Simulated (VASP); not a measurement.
# BaCaF4 (R-3m) in VASP: further runs, part 2 of 3

VASP 6.6.1. Earlier steps stand in the parts before.

### Step 4. Single point, r2SCAN

This run uses another cell than the first one, of 16.55 Å³/atom.

POSCAR reads:

```
BaCaF4
1.0
    2.0705449702      1.1954296943      6.6883420004
   -2.0705449702      1.1954296943      6.6883420004
    0.0000000000     -2.3908593936      6.6883419995
Ca F Ba
1 4 1
Direct
    0.0000000000      0.0000000000      0.0000000000
    0.1151003198      0.1151003198      0.1151003198
    0.3666477861      0.3666477861      0.3666477861
    0.6333522139      0.6333522139      0.6333522139
    0.8848996802      0.8848996802      0.8848996802
    0.5000000000      0.5000000000      0.5000000000
```

INCAR.step1 reads:

```
SYSTEM = BaCaF4
ALGO = Normal
EDIFF = 1E-4
ENCUT = 520
GGA = PE
ISMEAR = -1
LASPH = .TRUE.
LCHARG = .FALSE.
LREAL = .FALSE.
LWAVE = .TRUE.
NBANDS = 33
NELM = 100
PREC = Accurate
SIGMA = 0.02
```

INCAR.step2 reads:

```
SYSTEM = BaCaF4
ALGO = Normal
EDIFF = 1E-6
ENCUT = 520
ISIF = 2
ISMEAR = -1
ISTART = 1
LASPH = .TRUE.
LCHARG = .TRUE.
LELF = .TRUE.
LMIXTAU = .TRUE.
LREAL = .FALSE.
LVHAR = .TRUE.
LWAVE = .FALSE.
METAGGA = R2SCAN
NBANDS = 33
NELM = 100
PREC = Accurate
SIGMA = 0.02
```

KPOINTS reads:

```
k-points
0
G
  6 6 6
  0 0 0
```

Potentials or basis: VASP PAW PBE potentials, release 64 (Ca_sv, F, Ba_sv).

On the command line:

```console
$ cat potpaw_PBE.64/Ca_sv/POTCAR potpaw_PBE.64/F/POTCAR potpaw_PBE.64/Ba_sv/POTCAR > POTCAR
$ cp INCAR.step1 INCAR
$ mpirun -np 1 vasp_std > vasp.out
$ cp INCAR.step2 INCAR
$ mpirun -np 1 vasp_std > vasp.out
```

OUTCAR:

```text
SYSTEM = BaCaF4
   EDIFF = 1E-6
   ENCUT = 520
   ISIF = 2
   ISMEAR = -1
   ISTART = 1
   LASPH = .TRUE.
   LREAL = .FALSE.
   METAGGA = R2SCAN
   NELM = 100
   PREC = Accurate

 ion  position               nearest neighbor table
   1  0.000  0.000  0.000-   2 2.31   5 2.31   4 2.48   4 2.48   3 2.48   3 2.48   4 2.48   3 2.48

   2  0.115  0.115  0.115-   1 2.31   6 2.61   6 2.61   6 2.61
   3  0.367  0.367  0.367-   1 2.48   1 2.48   1 2.48   6 2.68
   4  0.633  0.633  0.633-   1 2.48   1 2.48   1 2.48   6 2.68
   5  0.885  0.885  0.885-   1 2.31   6 2.61   6 2.61   6 2.61
   6  0.500  0.500  0.500-   2 2.61   2 2.61   5 2.61   5 2.61   2 2.61   5 2.61   4 2.68   3 2.68

  LATTYP: Found a trigonal (rhomboedric) cell.
 ALAT       =     7.1028253070
 COS(alpha) =     0.8300437799

  Lattice vectors:

 A1 = (   2.0705449702,   1.1954296943,   6.6883420004)
 A2 = (  -2.0705449702,   1.1954296943,   6.6883420004)
 A3 = (   0.0000000000,  -2.3908593936,   6.6883419995)

Analysis of symmetry for initial positions (statically):
=====================================================================
[... 183 lines left out ...]
 cond. band min:       5.4576968763   @ k =   0.0000   0.0000   0.0000
 fundamental gap:      7.1071303390
 Fermi energy:        -1.1319236640

 k-point     1 :       0.0000    0.0000    0.0000
  band No.  band energies     occupation
      1     -39.4329      2.00000
      2     -25.8789      2.00000
      3     -23.2390      2.00000
      4     -22.7039      2.00000
      5     -22.1585      2.00000
      6     -21.8134      2.00000
[... 853 lines left out ...]
     32       9.5179      0.00000
     33       9.9113      0.00000

 [... further k-points ...]

------------------------ aborting loop because EDIFF is reached ----------------------------------------

  FORCE on cell =-STRESS in cart. coord.  units (eV):
  Direction    XX          YY          ZZ          XY          YZ          ZX
  --------------------------------------------------------------------------------------
  -------------------------------------------------------------------------------------
  Total        0.5488454      0.5488454      0.6610796      0.0000000     -0.0000000      0.0000000
  in kB        8.8528317      8.8528317     10.6631598      0.0000000     -0.0000000      0.0000000
  external PRESSURE =       9.4562744 kB  Pullay stress =       0.0000000 kB

 VOLUME and BASIS-vectors are now :
 -----------------------------------------------------------------------------
  energy-cutoff  :      520.00
  volume of cell :       99.33
      direct lattice vectors                 reciprocal lattice vectors
     2.070544970  1.195429694  6.688342000     0.241482319  0.139419882  0.049837962
    -2.070544970  1.195429694  6.688342000    -0.241482319  0.139419882  0.049837962
     0.000000000 -2.390859394  6.688342000     0.000000000 -0.278839763  0.049837962

 POSITION                                       TOTAL-FORCE (eV/Angst)
 -----------------------------------------------------------------------------------
      0.00000      0.00000      0.00000        -0.000000      0.000000      0.000000
      0.00000     -0.00000      2.30949        -0.000000      0.000000     -0.041591
      0.00000     -0.00000      7.35680        -0.000000      0.000000     -0.051562
      0.00000     -0.00000     12.70823        -0.000000     -0.000000      0.051562
      0.00000     -0.00000     17.75554        -0.000000     -0.000000      0.041591
      0.00000     -0.00000     10.03251         0.000000      0.000000      0.000000
 -----------------------------------------------------------------------------------
    total drift:                                0.000000      0.000000     -0.000000

  FREE ENERGIE OF THE ION-ELECTRON SYSTEM (eV)
  ---------------------------------------------------
  free  energy   TOTEN  =       -70.6213542756 eV

  energy  without entropy=      -70.6213542756  energy(sigma->0) =      -70.62135428
```

OUTCAR.step1:

```text
SYSTEM = BaCaF4
   EDIFF = 1E-4
   ENCUT = 520
   GGA = PE
   ISMEAR = -1
   LASPH = .TRUE.
[... 1102 lines left out ...]
      0.00000     -0.00000     12.70823         0.000000     -0.000000      0.025067
      0.00000     -0.00000     17.75554         0.000000     -0.000000      0.003833
      0.00000     -0.00000     10.03251        -0.000000      0.000000      0.000000
 -----------------------------------------------------------------------------------
    total drift:                                0.000000      0.000000     -0.000000

  FREE ENERGIE OF THE ION-ELECTRON SYSTEM (eV)
  ---------------------------------------------------
  free  energy   TOTEN  =       -34.0803843140 eV

  energy  without entropy=      -34.0803843140  energy(sigma->0) =      -34.08038431
```

Wall time 9.5 min (1 thread of Intel Xeon 6975P-C (Granite Rapids), shared host); peak memory 0.49 GiB.

What came out:

* Free energy: -70.6214 eV
* Pressure: 0.9 GPa
* Largest force: 0.052 eV/Å
* Band gap on the k mesh: 7.11 eV (least direct gap 7.32 eV)

Forces in eV/Å, atoms in the order of the input:
```
Ca   0.000  0.000  0.000
F    0.000  0.000 -0.042
F    0.000  0.000 -0.052
F    0.000  0.000  0.052
F    0.000  0.000  0.042
Ba   0.000  0.000  0.000
```

Levels at points of the mesh, in eV from the valence-band top:
| k point | band 22 | band 23 | band 24 | band 25 | band 26 | band 27 |
| --- | --- | --- | --- | --- | --- | --- |
| (0.00, 0.00, 0.00) | -0.24 | -0.21 | -0.21 | 7.11 | 9.29 | 9.29 |
| (0.50, 0.00, 0.00) | -0.33 | -0.19 | -0.14 | 7.59 | 8.77 | 9.77 |
| (0.50, 0.50, 0.00) | -0.47 | -0.33 | 0.00 | 7.43 | 9.29 | 9.57 |
| (0.50, 0.50, 0.50) | -0.59 | -0.24 | -0.24 | 8.00 | 8.56 | 9.29 |

Caveat: the PAW data sets were made with another functional, which shifts forces and pressure a little; spin-orbit coupling is left out, which moves the levels of the heavy elements. A k mesh can miss the band edges.

### Step 5. Single point, PBE

This run uses another cell than the first one, of 16.55 Å³/atom.

INCAR reads:

```
PREC = Accurate
ENCUT = 520
EDIFF = 1E-6
ISMEAR = -1
SIGMA = 0.02
LREAL = False
LASPH = True
NELM = 60
ALGO = Normal
ISIF = 2
LWAVE = False
LCHARG = True
GGA = PE
LELF = True
LVHAR = True
NBANDS = 33
```

KPOINTS reads:

```
regular mesh
0
Gamma
  8 8 8
```

POSCAR is that of step 4.

Potentials or basis: VASP PAW PBE potentials, release 64 (Ca_sv, F, Ba_sv).

On the command line:

```console
$ cat potpaw_PBE.64/Ca_sv/POTCAR potpaw_PBE.64/F/POTCAR potpaw_PBE.64/Ba_sv/POTCAR > POTCAR
$ mpirun -np 1 vasp_std > vasp.out
```

OUTCAR:

```text
PREC = Accurate
   ENCUT = 520
   EDIFF = 1E-6
   ISMEAR = -1
   LREAL = False
   LASPH = True
   NELM = 60
   ISIF = 2
   GGA = PE

 ion  position               nearest neighbor table
   1  0.000  0.000  0.000-   2 2.31   5 2.31   4 2.48   4 2.48   3 2.48   3 2.48   4 2.48   3 2.48

   2  0.115  0.115  0.115-   1 2.31   6 2.61   6 2.61   6 2.61
   3  0.367  0.367  0.367-   1 2.48   1 2.48   1 2.48   6 2.68
   4  0.633  0.633  0.633-   1 2.48   1 2.48   1 2.48   6 2.68
   5  0.885  0.885  0.885-   1 2.31   6 2.61   6 2.61   6 2.61
   6  0.500  0.500  0.500-   2 2.61   2 2.61   5 2.61   5 2.61   2 2.61   5 2.61   4 2.68   3 2.68

  LATTYP: Found a trigonal (rhomboedric) cell.
 ALAT       =     7.1028253070
 COS(alpha) =     0.8300437799

  Lattice vectors:

 A1 = (   2.0705449702,   1.1954296943,   6.6883420004)
 A2 = (  -2.0705449702,   1.1954296943,   6.6883420004)
 A3 = (   0.0000000000,  -2.3908593936,   6.6883419995)

Analysis of symmetry for initial positions (statically):
=====================================================================
 Subroutine PRICEL returns:
 Original cell was already a primitive cell.

 Routine SETGRP: Setting up the symmetry group for a
 trigonal (rhombohedral) supercell.

 Subroutine GETGRP returns: Found 12 space group operations
 (whereof 12 operations were pure point group operations)
 out of a pool of 12 trial point group operations.

The static configuration has the point symmetry D_3d.

Analysis of symmetry for dynamics (positions and initial velocities):
=====================================================================
 Subroutine PRICEL returns:
 Original cell was already a primitive cell.

 Routine SETGRP: Setting up the symmetry group for a
 trigonal (rhombohedral) supercell.

 Subroutine GETGRP returns: Found 12 space group operations
 (whereof 12 operations were pure point group operations)
 out of a pool of 12 trial point group operations.

The dynamic configuration has the point symmetry D_3d.

 Subroutine INISYM returns: Found 12 space group operations
 (whereof 12 operations are pure point group operations),
 and found     1 'primitive' translations

----------------------------------------------------------------------------------------

                                     Primitive cell

  volume of cell :      99.3295

  direct lattice vectors                    reciprocal lattice vectors
     2.070544970  1.195429694  6.688342000     0.241482319  0.139419882  0.049837962
    -2.070544970  1.195429694  6.688342000    -0.241482319  0.139419882  0.049837962
     0.000000000 -2.390859394  6.688342000     0.000000000 -0.278839763  0.049837962

  length of vectors
     7.102825307  7.102825307  7.102825307     0.283258603  0.283258603  0.283258603

  position of ions in fractional coordinates (direct lattice)
     0.000000000  0.000000000  0.000000000
     0.115100320  0.115100320  0.115100320
     0.366647786  0.366647786  0.366647786
     0.633352214  0.633352214  0.633352214
     0.884899680  0.884899680  0.884899680
     0.500000000  0.500000000  0.500000000

  ion indices of the primitive-cell ions
   primitive index   ion index
                 1           1
                 2           2
                 3           3
                 4           4
                 5           5
[... 22 lines left out ...]

 Subroutine IBZKPT returns following result:
 ===========================================

 Found     65 irreducible k-points:

 Following reciprocal coordinates:
            Coordinates               Weight
  0.000000  0.000000  0.000000      1.000000
  0.125000  0.000000  0.000000      6.000000
  0.250000  0.000000  0.000000      6.000000
  0.375000  0.000000  0.000000      6.000000
  0.500000  0.000000  0.000000      3.000000
  0.125000  0.125000  0.000000      6.000000
[... 16 lines left out ...]
  0.250000  0.125000  0.125000      6.000000
  0.375000  0.125000  0.125000      6.000000
 [... further k-points ...]
   k-points           NKPTS =     65   k-points in BZ     NKDIM =     65   number of bands    NBANDS=     33
   number of dos      NEDOS =    301   number of ions     NIONS =      6
   total plane-waves  NPLWV = 157464
   dimension x,y,z NGX =    54 NGY =   54 NGZ =   54
   dimension x,y,z NGXF=   108 NGYF=  108 NGZF=  108
   ions per type =               1   4   1
   NGX,Y,Z   is equivalent  to a cutoff of  12.64, 12.64, 12.64 a.u.
   NGXF,Y,Z  is equivalent  to a cutoff of  25.28, 25.28, 25.28 a.u.
 SYSTEM =  unknown system
   PREC   = accura    normal or accurate (medium, high low for compatibility)
   ISTART =      0    job   : 0-new  1-cont  2-samecut
   ICHARG =      2    charge: 1-file 2-atom 10-const
   ISPIN  =      1    spin polarized calculation?
   LNONCOLLINEAR =      F non collinear calculations
   LSORBIT =      F    spin-orbit coupling
   LASPH  =      T    aspherical Exc in radial PAW
   ENCUT  =  520.0 eV  38.22 Ry    6.18 a.u.  13.21 13.21 13.21*2*pi/ulx,y,z
   NELM   =     60;   NELMIN=  2; NELMDL= -5     # of ELM steps
   EDIFF  = 0.1E-05   stopping-criterion for ELM
   LREAL  =      F    real-space projection
   EDIFFG = 0.1E-04   stopping-criterion for IOM
   NSW    =      0    number of steps for IOM
   IBRION =     -1    ionic relax: 0-MD 1-quasi-New 2-CG
   NFREE  =      0    steps in history (QN), initial steepest desc. (CG)
   ISIF   =      2    stress and relaxation
   ISYM   =      2    0-nonsym 1-usesym 2-fastsym
   POTIM  = 0.5000    time-step for ionic-motion
   TEBEG  =    0.0;   TEEND  =   0.0 temperature during run
   PSTRESS=    0.0 pullay stress
   NELECT =      48.0000    total number of electrons
   NUPDOWN=      -1.0000    fix difference up-down
   EMIN   =  10.00;   EMAX   =-10.00  energy-range for DOS
   EFERMI =   0.00;   METHOD = LEGACY
   ISMEAR =    -1;   SIGMA  =   0.02  broadening in eV -4-tet -1-fermi 0-gaus
   EFERMI_NEDOS =   21; number of points for ismear=-14 and -15
   IALGO  =     38    algorithm
   IMIX   =      4    mixing-type and parameters
     AMIX     =   0.40;   BMIX     =  1.00
     AMIX_MAG =   1.60;   BMIX_MAG =  1.00
  volume/ion in A,a.u.               =      16.55       111.72
  Fermi-wavevector in a.u.,A,eV,Ry     =   1.284682  2.427698 22.455175  1.650409
  Thomas-Fermi vector in A             =   2.416862
   LORBIT       =      0    0 simple, 1 ext, 2 COOP (PROOUT), +10 PAW based schemes
   GGA     = PE    functional components
   LHFCALC =     F    Hartree Fock is set to
   AEXX    =    0.0000 exact exchange contribution
   IVDW    =     0    specifies the selected vdW correction
   LEPSILON=     F    determine dielectric tensor
   LRPA    =     F    only Hartree local field effects (RPA)
 non-spin polarized calculation
  energy-cutoff  :      520.00
  volume of cell :       99.33
 maximum number of plane-waves:      2707
 NGX is ok and might be reduce to    54
   NGX = 27   NGY = 27   NGZ = 27

 number of electron      48.0000001 magnetization

 Free energy of the ion-electron system (eV)
  ---------------------------------------------------
  ext. energy  EPLUGINS =         0.00000000
  ---------------------------------------------------
  free energy    TOTEN  =       -34.08042508 eV

  energy without entropy =      -34.08042508  energy(sigma->0) =      -34.08042508

 E-fermi :  -0.7142     XC(G=0):  -9.1482

 val. band max:       -1.1191976519   @ k =   0.5000   0.5000   0.0000
 cond. band min:       5.3849461870   @ k =   0.0000   0.0000   0.0000
 fundamental gap:      6.5041438389
 Fermi energy:        -0.7141790026

 k-point     1 :       0.0000    0.0000    0.0000
  band No.  band energies     occupation
      1     -37.6565      2.00000
      2     -24.7812      2.00000
      3     -21.5832      2.00000
      4     -21.0990      2.00000
      5     -20.4924      2.00000
      6     -20.1451      2.00000
[... 853 lines left out ...]
     32       8.9303      0.00000
     33       9.0485      0.00000

 [... further k-points ...]
[... 5 lines left out ...]
  --------------------------------------------------------------------------------------
  -------------------------------------------------------------------------------------
  Total        1.8826363      1.8826363      1.9099693      0.0000000     -0.0000000      0.0000000
  in kB       30.3667685     30.3667685     30.8076476      0.0000000     -0.0000000      0.0000000
  external PRESSURE =      30.5137282 kB  Pullay stress =       0.0000000 kB

 VOLUME and BASIS-vectors are now :
 -----------------------------------------------------------------------------
  energy-cutoff  :      520.00
  volume of cell :       99.33
      direct lattice vectors                 reciprocal lattice vectors
     2.070544970  1.195429694  6.688342000     0.241482319  0.139419882  0.049837962
    -2.070544970  1.195429694  6.688342000    -0.241482319  0.139419882  0.049837962
     0.000000000 -2.390859394  6.688342000     0.000000000 -0.278839763  0.049837962

 POSITION                                       TOTAL-FORCE (eV/Angst)
 -----------------------------------------------------------------------------------
      0.00000      0.00000      0.00000        -0.000000      0.000000     -0.000000
      0.00000     -0.00000      2.30949        -0.000000      0.000000     -0.003050
      0.00000     -0.00000      7.35680        -0.000000      0.000000     -0.024603
      0.00000     -0.00000     12.70823        -0.000000     -0.000000      0.024603
      0.00000     -0.00000     17.75554        -0.000000     -0.000000      0.003050
      0.00000     -0.00000     10.03251         0.000000      0.000000     -0.000000
 -----------------------------------------------------------------------------------
    total drift:                                0.000000      0.000000     -0.000000

  FREE ENERGIE OF THE ION-ELECTRON SYSTEM (eV)
  ---------------------------------------------------
  free  energy   TOTEN  =       -34.0804250803 eV

  energy  without entropy=      -34.0804250803  energy(sigma->0) =      -34.08042508
```

stdout:

```text
POSCAR found type information on POSCAR CaF Ba
 POSCAR found :  3 types and       6 ions
 scaLAPACK will be used
 LDA part: xc-table for (Slater+PW92), standard interpolation
 POSCAR, INCAR and KPOINTS ok, starting setup
 FFT: planning ... GRIDC
 FFT: planning ... GRID_SOFT
 FFT: planning ... GRID
 WAVECAR not read
 entering main loop
```

Wall time 4 min (1 thread of Intel Xeon 6975P-C (Granite Rapids), shared host); peak memory 0.51 GiB.

What came out:

```yaml
Free_energy: -34.0804 eV
Pressure: 3.1 GPa
Largest_force: 0.025 eV/Å
Band_gap_on_the_k_mesh: 6.50 eV (least direct gap 6.71 eV)
```

Forces in eV/Å, atoms in the order of the input:
```
Ca   0.000  0.000  0.000
F    0.000  0.000 -0.003
F    0.000  0.000 -0.025
F    0.000  0.000  0.025
F    0.000  0.000  0.003
Ba   0.000  0.000  0.000
```

Levels at points of the mesh, in eV from the valence-band top:
```csv
k point,band 21,band 22,band 23,band 24,band 25,band 26,band 27,band 28
"(0.00, 0.00, 0.00)",-0.98,-0.23,-0.21,-0.21,6.50,8.57,8.57,8.70
"(0.50, 0.00, 0.00)",-0.97,-0.33,-0.19,-0.15,7.10,8.16,8.97,9.11
"(0.50, 0.50, 0.00)",-0.76,-0.48,-0.34,0.00,6.94,8.50,8.80,8.97
"(0.50, 0.50, 0.50)",-0.71,-0.60,-0.24,-0.24,7.42,7.96,8.60,8.60
```

Caveat: the cell stands under pressure; spin-orbit coupling is left out, which moves the levels of the heavy elements. A k mesh can miss the band edges.

(Continued in part 3 of 3.)
